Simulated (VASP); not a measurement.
A run of VASP 6.6.1:

Contents of INCAR:

```
SYSTEM = Si2S
  PREC = Accurate
  ENCUT = 600
  EDIFF = 1E-7
  ISMEAR = 0
  SIGMA = 0.1
  LREAL = .FALSE.
  LASPH = .TRUE.
  NELM = 100
  ALGO = Normal
  ISIF = 3
  LWAVE = .FALSE.
  LCHARG = .FALSE.
  GGA = PE
  IBRION = 2
  NSW = 80
  EDIFFG = -0.01
```

The input KPOINTS:

```
Automatic mesh
0
G
  12 12 4
  0 0 0
```

POSCAR

```
Si2S
1.0
    3.4168955012      0.0000000000      0.0000000000
   -1.7084477506      2.9591183062      0.0000000000
    0.0000000000      0.0000000000      9.6460445830
Si S
4 2
Direct
    0.6666666667      0.3333333333      0.9267533914
    0.3333333333      0.6666666667      0.4267533914
    0.6666666667      0.3333333333      0.5732466086
    0.3333333333      0.6666666667      0.0732466086
    0.0000000000      0.0000000000      0.7500000000
    0.0000000000      0.0000000000      0.2500000000
```

Potentials or basis: VASP PAW PBE potentials, release 64 (Si, S).

Command:

```console
$ cat potpaw_PBE.64/Si/POTCAR potpaw_PBE.64/S/POTCAR > POTCAR
$ mpirun -np 1 vasp_std > vasp.out
```

Hardware: 1 thread of Intel(R) Xeon(R) 6975P-C (Granite Rapids) (shared host).

Problem. Estimate the wall time of this run.

Solution. Wall time 2.3 min on 1 thread of Intel(R) Xeon(R) 6975P-C (Granite Rapids) (shared host), peak memory 0.3 GiB. Counts: scf iterations 40, k points 57, ion steps 5.
